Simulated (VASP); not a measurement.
Write the native input for VASP 6.6.1 that does the following.

| Quantity | Value |
| --- | --- |
| Task | single point |
| Functional | PBE |
| Potentials or basis | VASP PAW PBE potentials, release 64 (Si) |
| Cutoff | 520 eV |
| k mesh | 6 × 6 × 2 |
| Occupations | gaussian, width 0.1 eV |
| Spin | no spin polarisation |
| Dipole correction | no |
| Further INCAR settings | ALGO = Normal; EDIFF = 1e-06; NBANDS = 21 |

The structure of Si lies in POSCAR:

```
Si
1.0
    1.7415178300     -3.0163918900      0.0000000000
    1.7415178300      3.0163918900      0.0000000000
    0.0000000000      0.0000000000      8.2606755900
Si
6
Direct
    0.0000000000      0.5000000000      0.3333336300
    0.5000000000      0.0000000000      0.6666663700
    0.5000000000      0.0000000000      0.1666663700
    0.0000000000      0.5000000000      0.8333336300
    0.0000000000      0.0000000000      0.5000000000
    0.5000000000      0.5000000000      0.0000000000
```

The input as run:

INCAR

```
PREC     = Accurate       # precision mode
ENCUT    = 520            # plane-wave cutoff, eV
EDIFF    = 1E-6           # SCF threshold, eV
ISMEAR   = 0              # smearing method
SIGMA    = 0.1            # smearing width, eV
LREAL    = False          # projectors in reciprocal space
LASPH    = True           # aspherical terms in the spheres
NELM     = 100            # most SCF steps
ALGO     = Normal         # electronic algorithm
ISIF     = 2              # what is computed and relaxed
LWAVE    = False          # write WAVECAR
LCHARG   = False          # write CHGCAR
GGA      = PE             # functional
NBANDS   = 21             # bands
```

KPOINTS

```
regular mesh
0
Gamma
  6 6 2
```

Potentials or basis: VASP PAW PBE potentials, release 64 (Si).

Launch:

```console
$ cat potpaw_PBE.64/Si/POTCAR > POTCAR
$ mpirun -np 1 vasp_std > vasp.out
```

Results of the run:

```
Pressure               : 34.2 GPa
Largest force          : 0.059 eV/Å
Band gap on the k mesh : zero (band 12 reaches 10.82 eV, above the bottom of band 13 at 8.77 eV)
```

Caveat: the k points lie up to 0.38 Å⁻¹ apart.

Run time: 21 s on 1 thread of AMD EPYC 9R45 96-Core Processor (Zen 5) (shared host), peak memory 0.18 GiB.
